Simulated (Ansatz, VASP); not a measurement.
TaAs: VASP beside Ansatz

```
CELL_PARAMETERS angstrom
-1.73135 1.73135 5.86809
1.73135 -1.73135 5.86809
1.73135 1.73135 -5.86809
ATOMIC_POSITIONS crystal
Ta 0.50017 0.00017 0.50000
Ta 0.75017 0.75017 0.00000
As 0.08243 0.58243 0.50000
As 0.33243 0.33243 0.00000
```

Alike in both runs: task electric field gradients; functional PBE; k mesh 16 × 16 × 16; occupations gaussian, width 0.05 eV; no spin polarisation.

|  | VASP | Ansatz |
| --- | --- | --- |
| version | VASP 6.6.1 | Ansatz 0.2.0 |
| potentials or method | VASP PAW PBE potentials, release 64 (Ta_pv, As), cutoff 520 eV | scalar-relativistic, plane waves, PAW |
| valence electrons in the cell | 32 | 56 |

Ansatz gave:

* gap on the k mesh at the Fermi level (eV): none
* pressure (GPa): 0.0
* traceless stress, the component that is largest in VASP (GPa): -0.01
* size of Vzz on the site where it differs most (V/Å²): 33.8

Question: Estimate VASP's values.

Answer: gap on the k mesh at the Fermi level (eV): none; pressure (GPa): 0.4; traceless stress, the component that is largest in VASP (GPa): -0.08; size of Vzz on the site where it differs most (V/Å²): 18.4.

A gap of «none» marks a metal or a gap that the smearing closes. One of these differences is far larger than is usual between the two programs; its cause wasn't traced. The functional is the same, so the differences come from potentials, cutoffs and numerics. VASP's potentials hold 32 valence electrons a cell and Ansatz's 56, so a difference there can come from the potentials and not from the codes.

Spin-orbit coupling is off throughout.
